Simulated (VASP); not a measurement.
A run of VASP 6.6.1 is set up as follows.

INCAR

```
  PREC = Accurate
  ENCUT = 520
  EDIFF = 1E-6
  ISMEAR = 0
  SIGMA = 0.05
  LREAL = False
  LASPH = True
  NELM = 100
  ALGO = Normal
  ISIF = 2
  LWAVE = False
  LCHARG = False
  GGA = PS
  NBANDS = 64
```

KPOINTS

```
Automatic mesh
0
Gamma
  6 6 6
```

POSCAR

```
SnO2
1.0
    3.1039028741      1.7920391599      4.5348020990
   -3.1039028741      1.7920391599      4.5348020990
    0.0000000000     -3.5840783198      4.5348020991
Sn O
4 8
Direct
    0.8646807174      0.8646807174      0.8646807174
    0.3648245829      0.3648245829      0.8648190111
    0.3648245829      0.8648190111      0.3648245829
    0.8648190111      0.3648245829      0.3648245829
    0.1235003534      0.6233501671      0.6233501671
    0.6233501671      0.1235003534      0.6233501671
    0.6233501671      0.6233501671      0.1235003534
    0.6062113146      0.6062113146      0.6062113146
    0.1234715296      0.1234715296      0.1234715296
    0.1060883083      0.1060883083      0.6062369573
    0.1060883083      0.6062369573      0.1060883083
    0.6062369573      0.1060883083      0.1060883083
```

Potentials or basis: VASP PAW PBE potentials, release 64 (Sn_d, O).

The run is started by

```bash
$ cat potpaw_PBE.64/Sn_d/POTCAR potpaw_PBE.64/O/POTCAR > POTCAR
$ mpirun -np 1 vasp_std > vasp.out
```

Problem. What does it give for the largest force?

Solution. 0.470 eV/Å.

Problem. What does it give for the band gap on the k mesh?

Solution. 2.48 eV.

Stress tensor (GPa, compression positive):
```
17.38  0.00  0.00
 0.00 17.38  0.00
 0.00  0.00  4.55
```

Caveat: the PAW data sets were made with another functional, which shifts forces and pressure a little; spin-orbit coupling is left out, which moves the levels of the heavy elements. A k mesh can miss the band edges.
